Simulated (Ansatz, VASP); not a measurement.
# Y: VASP beside Ansatz

```xyz
1
Lattice="0.0000 2.3510 2.3510 2.3510 0.0000 2.3510 2.3510 2.3510 0.0000" Properties=species:S:1:pos:R:3 pbc="T T T"
Y     0.0000    0.0000    0.0000
```

Alike in both runs: task single point; functional LDA; k mesh 13 × 13 × 13; occupations fermi-dirac, width 0.1 eV; no spin polarisation.

```csv
,VASP,Ansatz
version,VASP 6.6.1,Ansatz 0.2.0
potentials or method,"VASP PAW LDA potentials, release 64 (Y_sv), cutoff 520 eV","plane waves (420 eV) with PAW, scalar-relativistic"
valence electrons in the cell,11,11
```

|  | VASP | Ansatz | Ansatz less VASP |
| --- | --- | --- | --- |
| pressure (GPa) | 6.8 | 7.0 | +0.26 |

Ansatz warns that its potentials were made for another functional, while VASP's fit it. LDA's correlation is that of Perdew and Zunger in VASP and of Perdew and Wang (1992) in Ansatz.
